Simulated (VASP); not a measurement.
# LiH in VASP: notebook

LiH is run at these levels: PBEsol; tasks: single point.

All numbers are computed with VASP 6.6.1; they aren't measurements. Logs are shortened: lines on timing, memory, paths and dates and some standing lists are left out, and cuts for length are marked.

## Step 1: The cell of the first run

It takes space group Fm-3m (No. 225, cubic). The conventional cell has a = 4.001 Å, b = 4.001 Å, c = 4.001 Å, α = 90.00°, β = 90.00°, γ = 90.00°. Within 2.7 Å of Li (site symmetry m-3m) lie 6 H at 2.00 Å. Within 2.7 Å of H (site symmetry m-3m) lie 6 Li at 2.00 Å.

## Step 2: Single point, PBEsol

Input file INCAR:

```
PREC = Accurate
ENCUT = 520
EDIFF = 1E-6
ISMEAR = 0
SIGMA = 0.01
LREAL = F
LASPH = T
NELM = 100
ALGO = Normal
ISIF = 2
LWAVE = F
LCHARG = T
GGA = PS
LELF = T
LVHAR = T
NBANDS = 9
```

Input file KPOINTS:

```
regular mesh
0
Gamma
  10 10 10
```

Input file POSCAR:

```
LiH
1.0
    0.0000000000      2.0003204025      2.0003204025
    2.0003204025      0.0000000000      2.0003204025
    2.0003204025      2.0003204025      0.0000000000
Li H
1 1
Direct
    0.0000000000      0.0000000000      0.0000000000
    0.5000000000      0.5000000000      0.5000000000
```

Potentials or basis: VASP PAW PBE potentials, release 64 (Li_sv, H).

On the command line:

```bash
> cat potpaw_PBE.64/Li_sv/POTCAR potpaw_PBE.64/H/POTCAR > POTCAR
> mpirun -np 1 vasp_std > vasp.out
```

OUTCAR:

```text
PREC = Accurate
   ENCUT = 520
   EDIFF = 1E-6
   ISMEAR = 0
   LREAL = F
   LASPH = T
   NELM = 100
   ISIF = 2
   GGA = PS

 ion  position               nearest neighbor table
   1  0.000  0.000  0.000-
   2  0.500  0.500  0.500-

  LATTYP: Found a face centered cubic cell.
 ALAT       =     4.0006408050

  Lattice vectors:

 A1 = (   0.0000000000,   2.0003204025,   2.0003204025)
 A2 = (   2.0003204025,   0.0000000000,   2.0003204025)
 A3 = (   2.0003204025,   2.0003204025,   0.0000000000)

Analysis of symmetry for initial positions (statically):
=====================================================================
 Subroutine PRICEL returns:
 Original cell was already a primitive cell.

 Routine SETGRP: Setting up the symmetry group for a
 face centered cubic supercell.

 Subroutine GETGRP returns: Found 48 space group operations
[... 9 lines left out ...]

 Routine SETGRP: Setting up the symmetry group for a
 face centered cubic supercell.

 Subroutine GETGRP returns: Found 48 space group operations
[... 11 lines left out ...]
                                     Primitive cell

  volume of cell :      16.0077

  direct lattice vectors                    reciprocal lattice vectors
     0.000000000  2.000320402  2.000320402    -0.249959956  0.249959956  0.249959956
     2.000320402  0.000000000  2.000320402     0.249959956 -0.249959956  0.249959956
     2.000320402  2.000320402  0.000000000     0.249959956  0.249959956 -0.249959956

  length of vectors
     2.828880242  2.828880242  2.828880242     0.432943344  0.432943344  0.432943344

  position of ions in fractional coordinates (direct lattice)
     0.000000000  0.000000000  0.000000000
     0.500000000  0.500000000  0.500000000

  ion indices of the primitive-cell ions
   primitive index   ion index
                 1           1
                 2           2

----------------------------------------------------------------------------------------

 KPOINTS: regular mesh

Automatic generation of k-mesh.
 Grid dimensions read from file:
 generate k-points for:   10   10   10

 Generating k-lattice:

  Cartesian coordinates                     Fractional coordinates (reciprocal lattice)
    -0.024995996  0.024995996  0.024995996     0.100000000  0.000000000  0.000000000
     0.024995996 -0.024995996  0.024995996     0.000000000  0.100000000  0.000000000
     0.024995996  0.024995996 -0.024995996     0.000000000  0.000000000  0.100000000

  Length of vectors
     0.043294334  0.043294334  0.043294334
[... 52 lines left out ...]
   ENCUT  =  520.0 eV  38.22 Ry    6.18 a.u.   5.26  5.26  5.26*2*pi/ulx,y,z
   NELM   =    100;   NELMIN=  2; NELMDL= -5     # of ELM steps
   EDIFF  = 0.1E-05   stopping-criterion for ELM
   LREAL  =      F    real-space projection
   EDIFFG = 0.1E-04   stopping-criterion for IOM
   NSW    =      0    number of steps for IOM
   IBRION =     -1    ionic relax: 0-MD 1-quasi-New 2-CG
   NFREE  =      0    steps in history (QN), initial steepest desc. (CG)
   ISIF   =      2    stress and relaxation
   ISYM   =      2    0-nonsym 1-usesym 2-fastsym
   POTIM  = 0.5000    time-step for ionic-motion
   TEBEG  =    0.0;   TEEND  =   0.0 temperature during run
   PSTRESS=    0.0 pullay stress
   NELECT =       4.0000    total number of electrons
   NUPDOWN=      -1.0000    fix difference up-down
   EMIN   =  10.00;   EMAX   =-10.00  energy-range for DOS
   EFERMI =   0.00;   METHOD = LEGACY
   ISMEAR =     0;   SIGMA  =   0.01  broadening in eV -4-tet -1-fermi 0-gaus
   EFERMI_NEDOS =   21; number of points for ismear=-14 and -15
   IALGO  =     38    algorithm
   IMIX   =      4    mixing-type and parameters
     AMIX     =   0.40;   BMIX     =  1.00
     AMIX_MAG =   1.60;   BMIX_MAG =  1.00
  volume/ion in A,a.u.               =       8.00        54.01
  Fermi-wavevector in a.u.,A,eV,Ry     =   1.031142  1.948576 14.466455  1.063254
  Thomas-Fermi vector in A             =   2.165276
   LORBIT       =      0    0 simple, 1 ext, 2 COOP (PROOUT), +10 PAW based schemes
   GGA     = PS    functional components
   LHFCALC =     F    Hartree Fock is set to
   AEXX    =    0.0000 exact exchange contribution
   IVDW    =     0    specifies the selected vdW correction
   LEPSILON=     F    determine dielectric tensor
   LRPA    =     F    only Hartree local field effects (RPA)
 non-spin polarized calculation
 Gauss-broadening in eV      SIGMA  =   0.01
  energy-cutoff  :      520.00
  volume of cell :       16.01
 maximum number of plane-waves:       444
 NGX is ok and might be reduce to    24
   NGX = 11   NGY = 11   NGZ = 11

 number of electron       3.9999996 magnetization

 Free energy of the ion-electron system (eV)
  ---------------------------------------------------
  ext. energy  EPLUGINS =         0.00000000
  ---------------------------------------------------
  free energy    TOTEN  =        -6.12016895 eV

  energy without entropy =       -6.12016895  energy(sigma->0) =       -6.12016895

 E-fermi :   0.3615     XC(G=0):  -8.6301

 val. band max:        0.1848137136   @ k =   0.5000   0.5000   0.0000
 cond. band min:       2.9267003219   @ k =   0.5000   0.5000   0.0000
 fundamental gap:      2.7418866083
 Fermi energy:         0.3614849915

 k-point     1 :       0.0000    0.0000    0.0000
  band No.  band energies     occupation
      1     -43.5125      2.00000
      2      -5.3809      2.00000
      3      16.3659      0.00000
      4      17.9728      0.00000
      5      17.9728      0.00000
      6      17.9728      0.00000
      7      22.5967      0.00000
      8      22.5967      0.00000
      9      22.5967      0.00000
[... 265 lines left out ...]
 k-point    24 :       0.4000    0.3000    0.0000
  band No.  band energies     occupation
      1     -43.4592      2.00000
      2      -2.2287      2.00000
      3       6.7494      0.00000
      4      10.4770      0.00000
      5      11.8244      0.00000
      6      16.2221      0.00000
      7      17.6696      0.00000
      8      29.7584      0.00000
      9      30.1285      0.00000

 [... further k-points ...]
[... 5 lines left out ...]
  --------------------------------------------------------------------------------------
  -------------------------------------------------------------------------------------
  Total       -0.0734626     -0.0734626     -0.0734626      0.0000000     -0.0000000      0.0000000
  in kB       -7.3527197     -7.3527197     -7.3527197      0.0000000     -0.0000000      0.0000000
  external PRESSURE =      -7.3527197 kB  Pullay stress =       0.0000000 kB

 VOLUME and BASIS-vectors are now :
 -----------------------------------------------------------------------------
  energy-cutoff  :      520.00
  volume of cell :       16.01
      direct lattice vectors                 reciprocal lattice vectors
     0.000000000  2.000320402  2.000320402    -0.249959956  0.249959956  0.249959956
     2.000320402  0.000000000  2.000320402     0.249959956 -0.249959956  0.249959956
     2.000320402  2.000320402  0.000000000     0.249959956  0.249959956 -0.249959956

 POSITION                                       TOTAL-FORCE (eV/Angst)
 -----------------------------------------------------------------------------------
      0.00000      0.00000      0.00000        -0.000000     -0.000000      0.000000
      2.00032      2.00032      2.00032         0.000000      0.000000      0.000000
 -----------------------------------------------------------------------------------
    total drift:                                0.000000     -0.000000     -0.000000

  FREE ENERGIE OF THE ION-ELECTRON SYSTEM (eV)
  ---------------------------------------------------
  free  energy   TOTEN  =        -6.1201689483 eV

  energy  without entropy=       -6.1201689483  energy(sigma->0) =       -6.12016895
```

It took 3.7 s on 1 thread of Intel Xeon Platinum 8488C (Sapphire Rapids), shared host; peak memory 0.13 GiB.

Results:

```
Free energy            : -6.1202 eV
Band gap on the k mesh : 2.74 eV, direct
```

Caveat: the cutoff is under 1.25 times the usual one of these potentials, so pressure, stress and relaxed cells hold a basis-set (Pulay) error; the PAW data sets were made with another functional, which shifts forces and pressure a little. A hybrid or GW would open this gap; PBEsol tends to underestimate it.

## Step 3: Single point, PBEsol (z stretched by -0.5 %, x and y held)

Input file INCAR:

```
SYSTEM = LiH
  PREC = Accurate
  ENCUT = 520
  EDIFF = 1E-6
  ISMEAR = 0
  SIGMA = 0.01
  LREAL = .FALSE.
  LASPH = .TRUE.
  NELM = 80
  ALGO = Normal
  ISIF = 2
  LWAVE = .FALSE.
  LCHARG = .FALSE.
  GGA = PS
  NBANDS = 9
```

Input file KPOINTS:

```
regular mesh
0
G
  10 10 10
  0 0 0
```

Input file POSCAR:

```
LiH
1.0
    0.0000000000      1.9903685597      1.9804167169
    1.9903685597      0.0000000000      1.9804167169
    1.9903685597      1.9903685597      0.0000000000
Li H
1 1
Direct
    0.0000000000      0.0000000000      0.0000000000
    0.5000000000      0.5000000000      0.5000000000
```

Potentials or basis: VASP PAW PBE potentials, release 64 (Li_sv, H).

On the command line:

```bash
> cat potpaw_PBE.64/Li_sv/POTCAR potpaw_PBE.64/H/POTCAR > POTCAR
> mpirun -np 1 vasp_std > vasp.out
```

Run time: 5.8 s. Hardware: 1 thread of Intel Xeon Platinum 8488C (Sapphire Rapids), shared host; peak memory 0.13 GiB.

It converged, with:

```
Free energy            : -6.1203 eV
Band gap on the k mesh : 2.68 eV, indirect (least direct gap 2.71 eV)
```

Levels at points of the mesh, in eV from the valence-band top:
| k point | band 1 | band 2 | band 3 | band 4 | band 5 | band 6 | band 7 |
| --- | --- | --- | --- | --- | --- | --- | --- |
| (0.00, 0.00, 0.00) | -43.71 | -5.67 | 16.41 | 17.93 | 17.98 | 17.98 | 22.62 |
| (0.50, 0.00, 0.00) | -43.65 | -2.81 | 4.74 | 13.76 | 16.45 | 16.55 | 19.07 |
| (0.50, 0.50, 0.00) | -43.64 | 0.00 | 2.74 | 10.66 | 10.66 | 13.77 | 17.48 |
| (0.50, 0.00, 0.50) | -43.64 | -0.04 | 2.68 | 10.72 | 10.77 | 13.85 | 17.52 |

Caveat: the cell differs from its parent crystal (z stretched by -0.5 %, x and y held); the cutoff is under 1.25 times the usual one of these potentials, so pressure, stress and relaxed cells hold a basis-set (Pulay) error; the PAW data sets were made with another functional, which shifts forces and pressure a little. A k mesh can miss the band edges.

## Step 4: Single point, PBEsol (z stretched by +0.5 %, x and y held)

Input file INCAR:

```
SYSTEM = LiH
PREC     = Accurate       ! precision mode
ENCUT    = 520            ! plane-wave cutoff, eV
EDIFF    = 1E-6           ! SCF threshold, eV
ISMEAR   = 0              ! smearing method
SIGMA    = 0.01           ! smearing width, eV
LREAL    = .FALSE.        ! projectors in reciprocal space
LASPH    = .TRUE.         ! aspherical terms in the spheres
NELM     = 60             ! most SCF steps
ALGO     = Normal         ! electronic algorithm
ISIF     = 2              ! what is computed and relaxed
LWAVE    = .FALSE.        ! write WAVECAR
LCHARG   = .FALSE.        ! write CHGCAR
GGA      = PS             ! functional
NBANDS   = 9              ! bands
```

Input file KPOINTS:

```
Automatic mesh
0
G
  10 10 10
  0 0 0
```

Input file POSCAR:

```
LiH
1.0
    0.0000000000      1.9903685597      2.0003204025
    1.9903685597      0.0000000000      2.0003204025
    1.9903685597      1.9903685597      0.0000000000
Li H
1 1
Direct
    0.0000000000      0.0000000000      0.0000000000
    0.5000000000      0.5000000000      0.5000000000
```

On the command line:

```bash
> cat potpaw_PBE.64/Li_sv/POTCAR potpaw_PBE.64/H/POTCAR > POTCAR
> mpirun -np 1 vasp_std > vasp.out
```

Wall time 5.8 s (1 thread of Intel Xeon Platinum 8488C (Sapphire Rapids), shared host); peak memory 0.13 GiB.

The run converged. Its results:

```yaml
Free_energy: -6.1204 eV
Band_gap_on_the_k_mesh: 2.67 eV, indirect (least direct gap 2.71 eV)
```

Levels at points of the mesh, in eV from the valence-band top:
| k point | band 1 | band 2 | band 3 | band 4 | band 5 | band 6 |
| --- | --- | --- | --- | --- | --- | --- |
| (0.00, 0.00, 0.00) | -43.70 | -5.62 | 16.30 | 17.86 | 17.86 | 17.90 |
| (0.50, 0.00, 0.00) | -43.65 | -2.76 | 4.73 | 13.69 | 16.38 | 16.47 |
| (0.50, 0.50, 0.00) | -43.63 | -0.04 | 2.67 | 10.74 | 10.74 | 13.82 |
| (0.50, 0.00, 0.50) | -43.63 | 0.00 | 2.74 | 10.64 | 10.68 | 13.75 |

Caveat: the cell differs from its parent crystal (z stretched by +0.5 %, x and y held); the cutoff is under 1.25 times the usual one of these potentials, so pressure, stress and relaxed cells hold a basis-set (Pulay) error; the PAW data sets were made with another functional, which shifts forces and pressure a little. A k mesh can miss the band edges.

## Step 5: Single point, PBEsol (equal xy, yz and zx engineering shears of -0.5 %)

Input file INCAR:

```
ALGO     = Normal         # electronic algorithm
EDIFF    = 1E-7           # SCF threshold, eV
ENCUT    = 520            # plane-wave cutoff, eV
GGA      = PS             # functional
ISIF     = 2              # what is computed and relaxed
ISMEAR   = 0              # smearing method
LASPH    = True           # aspherical terms in the spheres
LCHARG   = False          # write CHGCAR
LREAL    = False          # projectors in reciprocal space
LWAVE    = False          # write WAVECAR
NBANDS   = 9              # bands
NELM     = 80             # most SCF steps
PREC     = Accurate       # precision mode
SIGMA    = 0.01           # smearing width, eV
```

Input file KPOINTS:

```
k-points
0
Gamma
  10 10 10
```

Input file POSCAR:

```
LiH
1.0
   -0.0099518428      1.9853926383      1.9853926383
    1.9853926383     -0.0099518428      1.9853926383
    1.9853926383      1.9853926383     -0.0099518428
Li H
1 1
Direct
    0.0000000000      0.0000000000      0.0000000000
    0.5000000000      0.5000000000      0.5000000000
```

On the command line:

```bash
> cat potpaw_PBE.64/Li_sv/POTCAR potpaw_PBE.64/H/POTCAR > POTCAR
> mpirun -np 1 vasp_std > vasp.out
```

Run time: 6.6 s. Hardware: 1 thread of Intel Xeon Platinum 8488C (Sapphire Rapids), shared host; peak memory 0.13 GiB.

The run converged. Its results:

| Quantity | Value |
| --- | --- |
| Free energy | -6.1202 eV |
| Band gap on the k mesh | 2.73 eV, direct |

Levels at points of the mesh, in eV from the valence-band top:
```tsv
k point	band 1	band 2	band 3	band 4	band 5	band 6	band 7
(0.00, 0.00, 0.00)	-43.69	-5.62	16.37	17.86	17.86	18.08	22.50
(0.50, 0.00, 0.00)	-43.63	-2.78	4.73	13.78	16.48	16.56	19.08
(0.50, 0.50, 0.00)	-43.62	0.00	2.73	10.64	10.80	13.81	17.47
(0.50, 0.50, 0.50)	-43.63	-2.71	4.81	13.65	16.38	16.38	19.00
```

Caveat: the cell differs from its parent crystal (equal xy, yz and zx engineering shears of -0.5 %); the cutoff is under 1.25 times the usual one of these potentials, so pressure, stress and relaxed cells hold a basis-set (Pulay) error; the PAW data sets were made with another functional, which shifts forces and pressure a little.

## Step 6: Summary

| cell | gap on the mesh (eV) |
| --- | --- |
| a = 2.829 Å, angles 60.0°, 2 atoms | 2.74 |
| a = 2.808, b = 2.808, c = 2.815 Å, angles 59.9, 59.9, 60.2°, 2 atoms | 2.68 |
| a = 2.822, b = 2.822, c = 2.815 Å, angles 60.1, 60.1, 59.8°, 2 atoms | 2.67 |
| a = 2.808 Å, angles 60.3°, 2 atoms | 2.73 |

Alike in all rows: task single point; level PBEsol; potentials or basis VASP PAW PBE potentials, release 64 (Li_sv, H); no spin polarisation; k mesh 10 × 10 × 10; cutoff (eV) 520; smearing gaussian 0.01 eV.

Caveats: the cutoff is under 1.25 times the usual one of these potentials, so pressure, stress and relaxed cells hold a basis-set (Pulay) error; the PAW data sets were made with another functional, which shifts forces and pressure a little.

Absolute energies hang on the potentials; compare differences alone.
